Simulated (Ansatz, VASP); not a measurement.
Co in VASP and in Ansatz

INCAR

```
PREC = Accurate ; ENCUT = 520
EDIFF = 1E-7 ; ISMEAR = -1
SIGMA = 0.05 ; LREAL = False
LASPH = True ; NELM = 150
ALGO = Normal ; ISIF = 2
LWAVE = False ; LCHARG = True
ISPIN = 2 ; MAGMOM = 2 2 2 2
LORBIT = 11 ; LMAXMIX = 4
GGA = PE ; LELF = True
LVHAR = True ; NBANDS = 30
```

Contents of KPOINTS:

```
regular mesh
0
Gamma
  17 17 5
```

POSCAR

```
Co
1.0
    2.4705617809      0.0000000000      0.0000000000
   -1.2352808905      2.1395692639      0.0000000000
    0.0000000000      0.0000000000      8.0882338000
Co
4
Direct
    0.6666666667      0.3333333333      0.7500000000
    0.0000000000      0.0000000000      0.5000000000
    0.3333333333      0.6666666667      0.2500000000
    0.0000000000      0.0000000000      0.0000000000
```

The input input.yaml:

```yaml
crystal:
  lattice:
    - [2.4705617809, 0.0, 0.0]
    - [-1.2352808905, 2.1395692639, 0.0]
    - [0.0, 0.0, 8.0882338]
  atoms:
    - { symbol: Co, position: [0.6666666667, 0.3333333333, 0.75], spin: 2.0 }
    - { symbol: Co, position: [0.0, 0.0, 0.5], spin: 2.0 }
    - { symbol: Co, position: [0.3333333333, 0.6666666667, 0.25], spin: 2.0 }
    - { symbol: Co, position: [0.0, 0.0, 0.0], spin: 2.0 }
hamiltonian:
  xc: pbe
  pseudopotentials: { kind: paw }
magnetization:
  spin_polarized: true
kpoints:
  mp_grid: { grid: [17, 17, 5] }
scf:
  occupations: { method: fermi_dirac, width: 0.05 }
output:
  forces: true
  stress: true
  eigenvalues: true
  write_density: true
  write_potential: true
  elf: true
  volumetric_format: npy
```

Alike in both runs: task single point; functional PBE; k mesh 17 × 17 × 5; occupations fermi-dirac, width 0.05 eV; collinear spin.

```csv
,VASP,Ansatz
version,VASP 6.6.1,Ansatz 0.2.0
potentials or method,"VASP PAW PBE potentials, release 64 (Co)",Ansatz PAW
plane-wave cutoff (eV),520,420
valence electrons in the cell,36,68
```

```csv
,VASP,Ansatz,Ansatz less VASP
gap on the k mesh at the Fermi level (eV),none,none,-
pressure (GPa),3.4,4.3,+0.85
"traceless stress, the component that is largest in VASP (GPa)",-2.19,-2.14,+0.045
net moment per atom (μB),1.62,1.63,+0.009
size of the moment on the site where the two differ most (μB),1.65,1.71,+0.064
```

Site moments also hang on the region over which each program counts them. A gap of «none» marks a metal or a gap that the smearing closes. VASP's potentials hold 36 valence electrons a cell and Ansatz's 68, so a difference there can come from the potentials and not from the codes.
